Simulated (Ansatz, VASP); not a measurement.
# V: VASP beside Ansatz

File INCAR:

```
PREC = Accurate ; ENCUT = 500
EDIFF = 1E-6 ; ISMEAR = 0
SIGMA = 0.1 ; LREAL = F
LASPH = T ; NELM = 200
ALGO = Normal ; ISIF = 2
LWAVE = F ; LCHARG = T
ISPIN = 2 ; MAGMOM = 0.51
LORBIT = 11 ; LMAXMIX = 4
GGA = B5 ; ALDAX = 1.0
AGGAX = 1.0 ; AGGAC = 1.0
ALDAC = 0.0 ; LELF = T
LVHAR = T ; NBANDS = 16
GGA_COMPAT = F
```

File KPOINTS:

```
Automatic mesh
0
Gamma
  4 4 4
```

Contents of POSCAR:

```
V
1.0
   -1.5130000000      1.5130000000      1.5130000000
    1.5130000000     -1.5130000000      1.5130000000
    1.5130000000      1.5130000000     -1.5130000000
V
1
Direct
    0.0000000000      0.0000000000      0.0000000000
```

Input for Ansatz:

```yaml
crystal:
  lattice:
    - [-1.513, 1.513, 1.513]
    - [1.513, -1.513, 1.513]
    - [1.513, 1.513, -1.513]
  atoms:
    - { symbol: V, position: [0.0, 0.0, 0.0], spin: 0.51 }
basis: {}
kpoints:
  mp_grid: { grid: [4, 4, 4] }
  band_path: { path: [VBM, CBM], npoints: 5 }
hamiltonian:
  xc: blyp
  dispersion: none
scf:
  occupations: { method: gaussian, width: 0.1 }
  lower_state_search: "off"
output:
  forces: true
  stress: true
  eigenvalues: true
  populations: true
magnetization:
  spin_polarized: true
```

Alike in both runs: task single point; functional BLYP; k mesh 4 × 4 × 4; occupations gaussian, width 0.1 eV; collinear spin.

```csv
,VASP,Ansatz
version,VASP 6.6.1,Ansatz 0.2.0
potentials or method,"VASP PAW PBE potentials, release 64 (V_sv)","scalar-relativistic, plane waves, PAW"
plane-wave cutoff (eV),500,420
valence electrons in the cell,13,13
```

VASP gave:

| Property | Result |
| --- | --- |
| gap on the k mesh at the Fermi level (eV) | none |
| pressure (GPa) | -0.1 |
| net moment per atom (μB) | 0.00 |

Question: What did Ansatz give for the same quantities?

Answer: gap on the k mesh at the Fermi level (eV): none; pressure (GPa): -0.3; net moment per atom (μB): 0.00.

VASP's potentials were made for PBE, not for BLYP. A gap of «none» marks a metal or a gap that the smearing closes. Ansatz's warnings: band edges overlap, seeded moment not kept.

The k mesh is coarse, so the values compare programs but aren't converged.
